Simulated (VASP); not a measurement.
# Sc (P6_3/mmc) in VASP: notebook, part 2 of 2

VASP 6.6.1. The steps go on from the part before.

### 3 Single point, LDA

This run uses another cell than the first one, of 22.52 Å³/atom, 0.900 times its volume.

Input file INCAR:

```
SYSTEM = Sc
PREC = Accurate ; ENCUT = 520
EDIFF = 1E-6 ; ISMEAR = 0
SIGMA = 0.1 ; LREAL = .False.
LASPH = .True. ; NELM = 60
ALGO = Fast ; ISIF = 2
LWAVE = .False. ; LCHARG = .False.
NBANDS = 18
```

Input file KPOINTS:

```
regular mesh
0
Gamma
  12 12 8
  0 0 0
```

Input file POSCAR:

```
Sc
1.0
    3.2295825147      0.0000000028      0.0000000000
   -1.6147912598      2.7969005000      0.0000000000
    0.0000000000      0.0000000000      4.9862302246
Sc
2
Direct
    0.3333333333      0.6666666667      0.2500000000
    0.6666666667      0.3333333333      0.7500000000
```

Potentials or basis: VASP PAW LDA potentials, release 64 (Sc_sv).

On the command line:

```bash
$ cat potpaw_LDA.64/Sc_sv/POTCAR > POTCAR
$ mpirun -np 1 vasp_std > vasp.out
```

Run time: 38 s. Hardware: 1 thread of Intel Xeon 6975P-C (Granite Rapids), shared host; peak memory 0.18 GiB.

Results (log left out):

* Free energy: -13.4587 eV
* Pressure: 0.1 GPa
* Band gap on the k mesh: zero (band 11 reaches 5.04 eV, above the bottom of band 12 at 3.38 eV)

Levels at points of the mesh, in eV from the Fermi level:
| k point | band 9 | band 10 | band 11 | band 12 | band 13 | band 14 |
| --- | --- | --- | --- | --- | --- | --- |
| (0.00, 0.00, 0.00) | -5.23 | -1.76 | 1.01 | 1.63 | 1.63 | 1.99 |
| (0.50, 0.00, 0.00) | -1.65 | -1.18 | -0.79 | -0.25 | 1.32 | 1.44 |
| (0.00, 0.00, 0.50) | -3.55 | -3.55 | 1.04 | 1.04 | 1.52 | 1.52 |
| (0.50, 0.00, 0.50) | -1.60 | -1.60 | 0.10 | 0.10 | 1.51 | 1.51 |

### 4 Single point, LDA

This run uses another cell than the first one, of 22.52 Å³/atom, 0.900 times its volume.

Input file INCAR:

```
ALGO = Fast ; EDIFF = 1E-7
ENCUT = 520 ; ISIF = 2
ISMEAR = 0 ; LASPH = T
LCHARG = F ; LREAL = F
LWAVE = F ; NBANDS = 18
NELM = 80 ; PREC = Accurate
SIGMA = 0.1
```

Input file KPOINTS:

```
k-points
0
Gamma
  12 12 8
```

POSCAR is that of step 3.

Potentials or basis: VASP PAW LDA potentials, release 64 (Sc_sv).

On the command line:

```bash
$ cat potpaw_LDA.64/Sc_sv/POTCAR > POTCAR
$ mpirun -np 1 vasp_std > vasp.out
```

OUTCAR:

```text
EDIFF = 1E-7
   ENCUT = 520
   ISIF = 2
   ISMEAR = 0
   LASPH = T
   LREAL = F
   NELM = 80
   PREC = Accurate

 ion  position               nearest neighbor table
   1  0.333  0.667  0.250-   2 3.11   2 3.11   2 3.11   2 3.11   2 3.11   2 3.11
   2  0.667  0.333  0.750-   1 3.11   1 3.11   1 3.11   1 3.11   1 3.11   1 3.11

  LATTYP: Found a hexagonal cell.
 ALAT       =     3.2295825147
 C/A-ratio  =     1.5439240837

  Lattice vectors:

 A1 = (   3.2295825147,   0.0000000028,   0.0000000000)
 A2 = (  -1.6147912598,   2.7969005000,   0.0000000000)
 A3 = (   0.0000000000,   0.0000000000,   4.9862302246)

Analysis of symmetry for initial positions (statically):
=====================================================================
 Subroutine PRICEL returns:
 Original cell was already a primitive cell.

 Routine SETGRP: Setting up the symmetry group for a
 hexagonal supercell.

 Subroutine GETGRP returns: Found 24 space group operations
 (whereof 12 operations were pure point group operations)
 out of a pool of 24 trial point group operations.

The static configuration has the point symmetry D_3d.
[... 161 lines left out ...]

  energy without entropy =      -13.44172704  energy(sigma->0) =      -13.45021869

 E-fermi :   3.9966     XC(G=0): -10.5211

 val. band max:        3.9876575662   @ k =   0.1667   0.0833   0.1250
 cond. band min:       3.9986879675   @ k =   0.2500   0.1667   0.2500
 fundamental gap:      0.0110304012
 Fermi energy:         3.9966115964

 k-point     1 :       0.0000    0.0000    0.0000
  band No.  band energies     occupation
      1     -44.5942      2.00000
      2     -44.4802      2.00000
      3     -23.8650      2.00000
      4     -23.3852      2.00000
      5     -23.3852      2.00000
      6     -23.2899      2.00000
[... 481 lines left out ...]
      5     -23.5665      2.00000
      6     -23.4672      2.00000
[... 10 lines left out ...]
     17       7.4881      0.00000
     18       7.4962      0.00000

 [... further k-points ...]

------------------------ aborting loop because EDIFF is reached ----------------------------------------

  FORCE on cell =-STRESS in cart. coord.  units (eV):
  Direction    XX          YY          ZZ          XY          YZ          ZX
  --------------------------------------------------------------------------------------
  -------------------------------------------------------------------------------------
  Total        0.0226469      0.0226469      0.0261745     -0.0000000      0.0000000      0.0000000
  in kB        0.8056059      0.8056059      0.9310936     -0.0000000      0.0000000      0.0000000
  external PRESSURE =       0.8474352 kB  Pullay stress =       0.0000000 kB

 VOLUME and BASIS-vectors are now :
 -----------------------------------------------------------------------------
  energy-cutoff  :      520.00
  volume of cell :       45.04
      direct lattice vectors                 reciprocal lattice vectors
     3.229582515  0.000000003  0.000000000     0.309637544  0.178769320  0.000000000
    -1.614791260  2.796900500  0.000000000    -0.000000000  0.357538639  0.000000000
     0.000000000  0.000000000  4.986230225     0.000000000  0.000000000  0.200552312

 POSITION                                       TOTAL-FORCE (eV/Angst)
 -----------------------------------------------------------------------------------
     -0.00000      1.86460      1.24656        -0.000000      0.000000      0.000000
      1.61479      0.93230      3.73967         0.000000     -0.000000      0.000000
 -----------------------------------------------------------------------------------
    total drift:                               -0.000000      0.000000     -0.000000

  FREE ENERGIE OF THE ION-ELECTRON SYSTEM (eV)
  ---------------------------------------------------
  free  energy   TOTEN  =       -13.4587103469 eV

  energy  without entropy=      -13.4417270391  energy(sigma->0) =      -13.45021869
```

stdout:

```text
POSCAR found type information on POSCAR Sc
 POSCAR found :  1 types and       2 ions
 scaLAPACK will be used
 LDA part: xc-table for (Slater(with rela. corr.)+CA(PZ))
 , standard interpolation
 POSCAR, INCAR and KPOINTS ok, starting setup
 FFT: planning ... GRIDC
 FFT: planning ... GRID_SOFT
 FFT: planning ... GRID
 WAVECAR not read
 entering main loop
```

Wall time 42 s (1 thread of Intel Xeon 6975P-C (Granite Rapids), shared host); peak memory 0.18 GiB.

What came out:

```
Free energy            : -13.4587 eV
Pressure               : 0.1 GPa
Band gap on the k mesh : zero (band 11 reaches 5.04 eV, above the bottom of band 12 at 3.38 eV)
```

Levels at points of the mesh, in eV from the Fermi level:
| k point | band 7 | band 8 | band 9 | band 10 | band 11 | band 12 | band 13 | band 14 | band 15 | band 16 |
| --- | --- | --- | --- | --- | --- | --- | --- | --- | --- | --- |
| (0.00, 0.00, 0.00) | -27.29 | -27.24 | -5.23 | -1.76 | 1.01 | 1.63 | 1.63 | 1.99 | 2.16 | 2.16 |
| (0.50, 0.00, 0.00) | -27.40 | -27.34 | -1.65 | -1.18 | -0.79 | -0.25 | 1.32 | 1.44 | 2.04 | 4.05 |
| (0.00, 0.00, 0.50) | -27.33 | -27.33 | -3.55 | -3.55 | 1.04 | 1.04 | 1.52 | 1.52 | 1.52 | 1.52 |
| (0.50, 0.00, 0.50) | -27.39 | -27.39 | -1.60 | -1.60 | 0.10 | 0.10 | 1.51 | 1.51 | 2.50 | 2.50 |

### 5 Single point, LDA

This run uses another cell than the first one, of 22.66 Å³/atom, 0.906 times its volume.

Input file INCAR:

```
SYSTEM = Sc
PREC     = Accurate       ! precision mode
ENCUT    = 520            ! plane-wave cutoff, eV
EDIFF    = 1E-7           ! SCF threshold, eV
ISMEAR   = -1             ! smearing method
SIGMA    = 0.15           ! smearing width, eV
LREAL    = .False.        ! projectors in reciprocal space
LASPH    = .True.         ! aspherical terms in the spheres
NELM     = 80             ! most SCF steps
ALGO     = Fast           ! electronic algorithm
ISIF     = 2              ! what is computed and relaxed
LWAVE    = .False.        ! write WAVECAR
LCHARG   = .False.        ! write CHGCAR
GGA      = CA             ! functional
NBANDS   = 18             ! bands
```

Input file KPOINTS:

```
Automatic mesh
0
Gamma
  12 12 8
  0 0 0
```

Input file POSCAR:

```
Sc
1.0
    3.2252108422      0.0000000028      0.0000000000
   -1.6126054236      2.7931145205      0.0000000000
    0.0000000000      0.0000000000      5.0312470971
Sc
2
Direct
    0.3333333333      0.6666666667      0.2500000000
    0.6666666667      0.3333333333      0.7500000000
```

On the command line:

```bash
$ cat potpaw_LDA.64/Sc_sv/POTCAR > POTCAR
$ mpirun -np 1 vasp_std > vasp.out
```

Run time: 45 s. Hardware: 1 thread of Intel Xeon 6975P-C (Granite Rapids), shared host; peak memory 0.18 GiB.

The run converged. Its results:

| Quantity | Value |
| --- | --- |
| Free energy | -13.5787 eV |
| Pressure | 0.1 GPa |
| Band gap on the k mesh | zero (band 11 reaches 4.96 eV, above the bottom of band 12 at 3.37 eV) |

Levels at points of the mesh, in eV from the Fermi level:
```tsv
k point	band 9	band 10	band 11	band 12	band 13	band 14
(0.00, 0.00, 0.00)	-5.22	-1.76	0.90	1.64	1.64	1.92
(0.50, 0.00, 0.00)	-1.64	-1.17	-0.81	-0.23	1.36	1.39
(0.00, 0.00, 0.50)	-3.58	-3.58	0.99	0.99	1.55	1.55
(0.50, 0.00, 0.50)	-1.60	-1.60	0.08	0.08	1.48	1.48
```

### 6 Overview

| cell | k mesh | smearing | gap on the mesh (eV) | pressure (GPa) |
| --- | --- | --- | --- | --- |
| a = 3.291, b = 3.291, c = 5.333 Å, angles 90.0, 90.0, 120.0°, 2 atoms | 6 × 6 × 4 | gaussian 0.1 eV | none | -5.3 |
| a = 3.230, b = 3.230, c = 4.986 Å, angles 90.0, 90.0, 120.0°, 2 atoms | 12 × 12 × 8 | gaussian 0.1 eV | none | 0.1 |
| a = 3.225, b = 3.225, c = 5.031 Å, angles 90.0, 90.0, 120.0°, 2 atoms | 12 × 12 × 8 | fermi-dirac 0.15 eV | none | 0.1 |

Alike in all rows: task single point; level LDA; potentials or basis VASP PAW LDA potentials, release 64 (Sc_sv); no spin polarisation; cutoff (eV) 520.

Caveats: some runs use coarse meshes.

Total energies depend on the potentials used, so only differences within one code and one set of settings carry meaning.
